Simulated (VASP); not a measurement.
# GaP (I-4m2) in VASP: single point with PBE

Aim: the single point of GaP with PBE.

All numbers are computed with VASP 6.6.1; they aren't measurements. Logs are shortened: lines on timing, memory, paths and dates and some standing lists are left out, and cuts for length are marked.

### 1 The cell of the first run

Symmetry: I-4m2, No. 119, tetragonal system. The conventional cell has a = 3.854 Å, b = 3.854 Å, c = 5.178 Å, α = 90.00°, β = 90.00°, γ = 90.00°. Within 3.1 Å of Ga (site symmetry -4m2) lie 4 P at 2.32 Å. Within 3.1 Å of P (site symmetry -4m2) lie 4 Ga at 2.32 Å.

### 2 Single point, PBE

File INCAR:

```
PREC = Accurate ; ENCUT = 500
EDIFF = 1E-6 ; ISMEAR = 0
SIGMA = 0.05 ; LREAL = F
LASPH = T ; NELM = 120
ALGO = Normal ; ISIF = 2
LWAVE = F ; LCHARG = F
GGA = PE ; NBANDS = 16
GGA_COMPAT = F
```

File KPOINTS:

```
regular mesh
0
Gamma
  6 6 6
```

File POSCAR:

```
GaP
1.0
    0.0000000000      2.7252500000      2.5889875000
    2.7252500000      0.0000000000      2.5889875000
    2.7252500000      2.7252500000      0.0000000000
Ga P
1 1
Direct
    0.0000000000      0.0000000000      0.0000000000
    0.2500000000      0.2500000000      0.2500000000
```

Potentials or basis: VASP PAW PBE potentials, release 64 (Ga_d, P).

On the command line:

```
$ cat potpaw_PBE.64/Ga_d/POTCAR potpaw_PBE.64/P/POTCAR > POTCAR
$ mpirun -np 1 vasp_std > vasp.out
```

OUTCAR:

```text
PREC = Accurate
   ENCUT = 500
   EDIFF = 1E-6
   ISMEAR = 0
   LREAL = F
   LASPH = T
   NELM = 120
   ISIF = 2
   GGA = PE

 ion  position               nearest neighbor table
   1  0.000  0.000  0.000-   2 2.32   2 2.32   2 2.32   2 2.32
   2  0.250  0.250  0.250-   1 2.32   1 2.32   1 2.32   1 2.32

  LATTYP: Found a body centered tetragonal cell.
 ALAT       =     3.8540855109
 C/A-ratio  =     1.3435028843

  Lattice vectors:

 A1 = (   0.0000000000,  -2.7252500000,  -2.5889875000)
 A2 = (   0.0000000000,   2.7252500000,  -2.5889875000)
 A3 = (   2.7252500000,   0.0000000000,   2.5889875000)

Analysis of symmetry for initial positions (statically):
=====================================================================
 Subroutine PRICEL returns:
 Original cell was already a primitive cell.

 Routine SETGRP: Setting up the symmetry group for a
 body centered tetragonal supercell.

 Subroutine GETGRP returns: Found  8 space group operations
 (whereof  8 operations were pure point group operations)
 out of a pool of 16 trial point group operations.

The static configuration has the point symmetry D_2d.

Analysis of symmetry for dynamics (positions and initial velocities):
=====================================================================
 Subroutine PRICEL returns:
 Original cell was already a primitive cell.

 Routine SETGRP: Setting up the symmetry group for a
 body centered tetragonal supercell.

 Subroutine GETGRP returns: Found  8 space group operations
 (whereof  8 operations were pure point group operations)
 out of a pool of 16 trial point group operations.

The dynamic configuration has the point symmetry D_2d.

 Subroutine INISYM returns: Found  8 space group operations
 (whereof  8 operations are pure point group operations),
 and found     1 'primitive' translations

----------------------------------------------------------------------------------------

                                     Primitive cell

  volume of cell :      38.4568

  direct lattice vectors                    reciprocal lattice vectors
     0.000000000  2.725250000  2.588987500    -0.183469406  0.183469406  0.193125691
     2.725250000  0.000000000  2.588987500     0.183469406 -0.183469406  0.193125691
     2.725250000  2.725250000  0.000000000     0.183469406  0.183469406 -0.193125691

  length of vectors
     3.758968454  3.758968454  3.854085511     0.323449500  0.323449500  0.323449500

  position of ions in fractional coordinates (direct lattice)
     0.000000000  0.000000000  0.000000000
     0.250000000  0.250000000  0.250000000

  ion indices of the primitive-cell ions
   primitive index   ion index
                 1           1
                 2           2

----------------------------------------------------------------------------------------

 KPOINTS: regular mesh

Automatic generation of k-mesh.
 Grid dimensions read from file:
 generate k-points for:    6    6    6

 Generating k-lattice:

  Cartesian coordinates                     Fractional coordinates (reciprocal lattice)
    -0.030578234  0.030578234  0.032187615     0.166666667  0.000000000  0.000000000
     0.030578234 -0.030578234  0.032187615     0.000000000  0.166666667  0.000000000
     0.030578234  0.030578234 -0.032187615    -0.000000000 -0.000000000  0.166666667

  Length of vectors
     0.053908250  0.053908250  0.053908250

  Shift w.r.t. Gamma in fractional coordinates (k-lattice)
     0.000000000  0.000000000  0.000000000

 Subroutine IBZKPT returns following result:
 ===========================================

 Found     30 irreducible k-points:

 Following reciprocal coordinates:
            Coordinates               Weight
  0.000000  0.000000  0.000000      1.000000
  0.166667  0.000000  0.000000      8.000000
  0.333333  0.000000  0.000000      8.000000
  0.500000  0.000000  0.000000      4.000000
  0.166667  0.166667  0.000000      2.000000
  0.333333  0.166667  0.000000      8.000000
[... 16 lines left out ...]
  0.333333  0.000000  0.333333      4.000000
  0.500000  0.000000  0.333333     16.000000
 [... further k-points ...]
   k-points           NKPTS =     30   k-points in BZ     NKDIM =     30   number of bands    NBANDS=     16
   number of dos      NEDOS =    301   number of ions     NIONS =      2
   total plane-waves  NPLWV =  21952
   dimension x,y,z NGX =    28 NGY =   28 NGZ =   28
   dimension x,y,z NGXF=    56 NGYF=   56 NGZF=   56
   ions per type =               1   1
   NGX,Y,Z   is equivalent  to a cutoff of  12.38, 12.38, 12.08 a.u.
   NGXF,Y,Z  is equivalent  to a cutoff of  24.77, 24.77, 24.16 a.u.
 SYSTEM =  unknown system
   PREC   = accura    normal or accurate (medium, high low for compatibility)
   ISTART =      0    job   : 0-new  1-cont  2-samecut
   ICHARG =      2    charge: 1-file 2-atom 10-const
   ISPIN  =      1    spin polarized calculation?
   LNONCOLLINEAR =      F non collinear calculations
   LSORBIT =      F    spin-orbit coupling
   LASPH  =      T    aspherical Exc in radial PAW
   ENCUT  =  500.0 eV  36.75 Ry    6.06 a.u.   6.85  6.85  7.03*2*pi/ulx,y,z
   NELM   =    120;   NELMIN=  2; NELMDL= -5     # of ELM steps
   EDIFF  = 0.1E-05   stopping-criterion for ELM
   LREAL  =      F    real-space projection
   EDIFFG = 0.1E-04   stopping-criterion for IOM
   NSW    =      0    number of steps for IOM
   IBRION =     -1    ionic relax: 0-MD 1-quasi-New 2-CG
   NFREE  =      0    steps in history (QN), initial steepest desc. (CG)
   ISIF   =      2    stress and relaxation
   ISYM   =      2    0-nonsym 1-usesym 2-fastsym
   POTIM  = 0.5000    time-step for ionic-motion
   TEBEG  =    0.0;   TEEND  =   0.0 temperature during run
   PSTRESS=    0.0 pullay stress
   NELECT =      18.0000    total number of electrons
   NUPDOWN=      -1.0000    fix difference up-down
   EMIN   =  10.00;   EMAX   =-10.00  energy-range for DOS
   EFERMI =   0.00;   METHOD = LEGACY
   ISMEAR =     0;   SIGMA  =   0.05  broadening in eV -4-tet -1-fermi 0-gaus
   EFERMI_NEDOS =   21; number of points for ismear=-14 and -15
   IALGO  =     38    algorithm
   IMIX   =      4    mixing-type and parameters
     AMIX     =   0.40;   BMIX     =  1.00
     AMIX_MAG =   1.60;   BMIX_MAG =  1.00
  volume/ion in A,a.u.               =      19.23       129.76
  Fermi-wavevector in a.u.,A,eV,Ry     =   1.271086  2.402003 21.982368  1.615658
  Thomas-Fermi vector in A             =   2.404038
   LORBIT       =      0    0 simple, 1 ext, 2 COOP (PROOUT), +10 PAW based schemes
   GGA     = PE    functional components
   LHFCALC =     F    Hartree Fock is set to
   AEXX    =    0.0000 exact exchange contribution
   IVDW    =     0    specifies the selected vdW correction
   LEPSILON=     F    determine dielectric tensor
   LRPA    =     F    only Hartree local field effects (RPA)
 non-spin polarized calculation
 Gauss-broadening in eV      SIGMA  =   0.05
  energy-cutoff  :      500.00
  volume of cell :       38.46
 maximum number of plane-waves:       992
   NGX = 13   NGY = 13   NGZ = 13

 number of electron      17.9999994 magnetization

 Free energy of the ion-electron system (eV)
  ---------------------------------------------------
  ext. energy  EPLUGINS =         0.00000000
  ---------------------------------------------------
  free energy    TOTEN  =        -9.02574581 eV

  energy without entropy =       -9.02574581  energy(sigma->0) =       -9.02574581

 E-fermi :   5.6140     XC(G=0): -10.0690

 val. band max:        5.3802664875   @ k =   0.0000   0.0000   0.0000
 cond. band min:       6.4991213013   @ k =   0.5000   0.5000   0.0000
 fundamental gap:      1.1188548138
 Fermi energy:         5.6139991253

 k-point     1 :       0.0000    0.0000    0.0000
  band No.  band energies     occupation
      1      -9.4633      2.00000
      2      -9.4633      2.00000
      3      -9.4479      2.00000
      4      -9.3471      2.00000
      5      -9.3399      2.00000
      6      -7.6877      2.00000
[... 8 lines left out ...]
     15      14.5808      0.00000
     16      15.4715      0.00000

 k-point     2 :       0.1667    0.0000    0.0000
  band No.  band energies     occupation
      1      -9.4882      2.00000
      2      -9.4539      2.00000
      3      -9.4435      2.00000
      4      -9.3478      2.00000
      5      -9.3387      2.00000
      6      -7.3059      2.00000
[... 8 lines left out ...]
     15      14.3827      0.00000
     16      15.5622      0.00000

 k-point     3 :       0.3333    0.0000    0.0000
  band No.  band energies     occupation
      1      -9.5367      2.00000
      2      -9.4393      2.00000
      3      -9.4296      2.00000
      4      -9.3457      2.00000
      5      -9.3318      2.00000
      6      -6.2873      2.00000
[... 8 lines left out ...]
     15      15.0010      0.00000
     16      15.3479      0.00000

 k-point     4 :       0.5000    0.0000    0.0000
  band No.  band energies     occupation
      1      -9.5582      2.00000
      2      -9.4344      2.00000
      3      -9.4246      2.00000
      4      -9.3424      2.00000
      5      -9.3258      2.00000
      6      -5.4453      2.00000
[... 8 lines left out ...]
     15      16.7954      0.00000
     16      17.2984      0.00000

 k-point     5 :       0.1667    0.1667    0.0000
  band No.  band energies     occupation
      1      -9.4969      2.00000
      2      -9.4443      2.00000
      3      -9.4443      2.00000
      4      -9.3582      2.00000
      5      -9.3321      2.00000
      6      -7.1489      2.00000
[... 8 lines left out ...]
     15      15.0659      0.00000
     16      16.5916      0.00000

 k-point     6 :       0.3333    0.1667    0.0000
  band No.  band energies     occupation
      1      -9.5379      2.00000
      2      -9.4275      2.00000
      3      -9.4269      2.00000
      4      -9.3644      2.00000
      5      -9.3248      2.00000
      6      -6.3098      2.00000
[... 8 lines left out ...]
     15      15.9783      0.00000
     16      17.1093      0.00000

 k-point     7 :       0.5000    0.1667    0.0000
  band No.  band energies     occupation
      1      -9.5607      2.00000
      2      -9.4208      2.00000
      3      -9.4201      2.00000
      4      -9.3571      2.00000
      5      -9.3233      2.00000
      6      -5.2620      2.00000
[... 8 lines left out ...]
     15      17.2196      0.00000
     16      18.0783      0.00000

 k-point     8 :      -0.3333    0.1667    0.0000
  band No.  band energies     occupation
      1      -9.5518      2.00000
      2      -9.4256      2.00000
      3      -9.4218      2.00000
      4      -9.3469      2.00000
      5      -9.3344      2.00000
      6      -5.6455      2.00000
[... 8 lines left out ...]
     15      16.0350      0.00000
     16      17.8655      0.00000

 k-point     9 :      -0.1667    0.1667    0.0000
  band No.  band energies     occupation
      1      -9.5206      2.00000
      2      -9.4426      2.00000
      3      -9.4281      2.00000
      4      -9.3436      2.00000
      5      -9.3420      2.00000
      6      -6.7332      2.00000
[... 8 lines left out ...]
     15      15.3631      0.00000
     16      17.3288      0.00000
[... 172 lines left out ...]
 k-point    19 :       0.5000    0.3333    0.1667
  band No.  band energies     occupation
      1      -9.5618      2.00000
      2      -9.4198      2.00000
      3      -9.4058      2.00000
      4      -9.3694      2.00000
      5      -9.3223      2.00000
      6      -5.3792      2.00000
[... 8 lines left out ...]
     15      17.5784      0.00000
     16      18.8934      0.00000

 k-point    20 :      -0.3333    0.3333    0.1667
  band No.  band energies     occupation
      1      -9.5688      2.00000
      2      -9.4188      2.00000
      3      -9.3971      2.00000
      4      -9.3623      2.00000
      5      -9.3284      2.00000
      6      -4.7129      2.00000
[... 8 lines left out ...]
     15      18.1260      0.00000
     16      18.6280      0.00000

 k-point    21 :      -0.1667    0.3333    0.1667
  band No.  band energies     occupation
      1      -9.5616      2.00000
      2      -9.4182      2.00000
      3      -9.4041      2.00000
      4      -9.3590      2.00000
      5      -9.3315      2.00000
      6      -5.4990      2.00000
[... 8 lines left out ...]
     15      16.8785      0.00000
     16      18.5036      0.00000

 k-point    22 :      -0.3333    0.5000    0.1667
  band No.  band energies     occupation
      1      -9.5816      2.00000
      2      -9.4053      2.00000
      3      -9.3917      2.00000
      4      -9.3743      2.00000
      5      -9.3194      2.00000
      6      -4.2983      2.00000
[... 8 lines left out ...]
     15      17.4246      0.00000
     16      19.1713      0.00000

 k-point    23 :       0.3333    0.0000    0.3333
  band No.  band energies     occupation
      1      -9.5702      2.00000
      2      -9.4029      2.00000
      3      -9.3977      2.00000
      4      -9.3710      2.00000
      5      -9.3267      2.00000
      6      -5.8534      2.00000
[... 8 lines left out ...]
     15      16.7798      0.00000
     16      20.0507      0.00000

 k-point    24 :       0.5000    0.0000    0.3333
  band No.  band energies     occupation
      1      -9.5813      2.00000
      2      -9.3999      2.00000
      3      -9.3904      2.00000
      4      -9.3694      2.00000
      5      -9.3265      2.00000
      6      -4.9170      2.00000
[... 8 lines left out ...]
     15      17.2968      0.00000
     16      18.9047      0.00000

 [... further k-points ...]
[... 5 lines left out ...]
  --------------------------------------------------------------------------------------
  -------------------------------------------------------------------------------------
  Total        1.5005006      1.5005006      2.3127583      0.0000000      0.0000000      0.0000000
  in kB       62.5135436     62.5135436     96.3536528      0.0000000      0.0000000      0.0000000
  external PRESSURE =      73.7935800 kB  Pullay stress =       0.0000000 kB

 VOLUME and BASIS-vectors are now :
 -----------------------------------------------------------------------------
  energy-cutoff  :      500.00
  volume of cell :       38.46
      direct lattice vectors                 reciprocal lattice vectors
     0.000000000  2.725250000  2.588987500    -0.183469406  0.183469406  0.193125691
     2.725250000  0.000000000  2.588987500     0.183469406 -0.183469406  0.193125691
     2.725250000  2.725250000  0.000000000     0.183469406  0.183469406 -0.193125691

 POSITION                                       TOTAL-FORCE (eV/Angst)
 -----------------------------------------------------------------------------------
      0.00000      0.00000      0.00000         0.000000      0.000000     -0.000000
      1.36262      1.36262      1.29449        -0.000000     -0.000000      0.000000
 -----------------------------------------------------------------------------------
    total drift:                                0.000001      0.000001      0.000000

  FREE ENERGIE OF THE ION-ELECTRON SYSTEM (eV)
  ---------------------------------------------------
  free  energy   TOTEN  =        -9.0257458148 eV

  energy  without entropy=       -9.0257458148  energy(sigma->0) =       -9.02574581
```

It took 22 s on 1 thread of Intel Xeon Platinum 8259CL at 2.50GHz (Skylake/Cascade Lake), shared host; peak memory 0.16 GiB.

What came out:

* Free energy: -9.0257 eV
* Pressure: 7.4 GPa
* Band gap on the k mesh: 1.12 eV, indirect (least direct gap 2.05 eV)

Levels at points of the mesh, in eV from the valence-band top:
```csv
k point,band 7,band 8,band 9,band 10,band 11,band 12
"(0.00, 0.00, 0.00)",-0.27,-0.27,0.00,2.05,3.63,3.74
"(0.50, 0.00, 0.00)",-7.12,-1.59,-1.16,1.58,4.31,4.80
"(0.50, 0.50, 0.00)",-6.94,-3.29,-3.29,1.12,1.25,10.76
"(0.50, 0.00, 0.50)",-7.30,-2.93,-2.89,1.49,1.76,10.59
```

A k mesh can miss the band edges. Expect the measured gap to be larger: semilocal functionals such as PBE lack the derivative discontinuity.
